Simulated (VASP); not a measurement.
Wanted: the native input for a VASP 6.6.1 run.

| Quantity | Value |
| --- | --- |
| Task | relaxation of cell and atoms |
| Functional | PBE |
| Dispersion | D3(BJ) |
| Potentials or basis | VASP PAW PBE potentials, release 64 (K_sv) |
| Cutoff | 600 eV |
| k mesh | 14 × 14 × 14 |
| Occupations | gaussian, width 0.1 eV |
| Spin | no spin polarisation |
| Target pressure | 10 GPa |
| Dipole correction | no |
| Further INCAR settings | ALGO = Normal; EDIFF = 1e-07; IBRION = 2; EDIFFG = -0.008; NSW = 70; ISIF = 3 |

The structure of K lies in POSCAR:

```
K
1.0
    0.0000000000      2.6891929303      2.6891929303
    2.6891929303      0.0000000000      2.6891929303
    2.6891929303      2.6891929303      0.0000000000
K
1
Direct
    0.0000000000      0.0000000000      0.0000000000
```

One way to write it, as run:

INCAR

```
SYSTEM = K
PREC = Accurate
ENCUT = 600
EDIFF = 1E-7
ISMEAR = 0
SIGMA = 0.1
LREAL = .FALSE.
LASPH = .TRUE.
NELM = 80
ALGO = Normal
ISIF = 3
LWAVE = .FALSE.
LCHARG = .FALSE.
GGA = PE
IVDW = 12
IBRION = 2
NSW = 70
EDIFFG = -0.008
PSTRESS = 100.0
```

KPOINTS

```
Automatic mesh
0
G
  14 14 14
  0 0 0
```

Potentials or basis: VASP PAW PBE potentials, release 64 (K_sv).

Launch:

```sh
$ cat potpaw_PBE.64/K_sv/POTCAR > POTCAR
$ mpirun -np 1 vasp_std > vasp.out
```

It gave:

```json
{
 "Relaxed volume": "34.32 Å³/atom",
 "Relaxed cell": "a = 3.648 Å, b = 3.648 Å, c = 3.648 Å, α = 60.00°, β = 60.00°, γ = 60.00°",
 "Space group after relaxing (to 0.05 Å)": "Fm-3m (No. 225)",
 "Energy change on relaxing (the enthalpy is what falls)": "+235.1 meV/atom",
 "Ionic steps": "3",
 "Pressure after relaxing": "10.0 GPa",
 "Dispersion energy per atom": "-0.240 eV"
}
```

Caveat: the cell is relaxed towards a set pressure, so the enthalpy falls and the energy may rise; pairwise dispersion overbinds metals, which lowers pressure and volume.

Wall time 79 s on 1 thread of Intel(R) Xeon(R) Platinum 8488C (Sapphire Rapids), with other jobs on the host, peak memory 0.2 GiB.
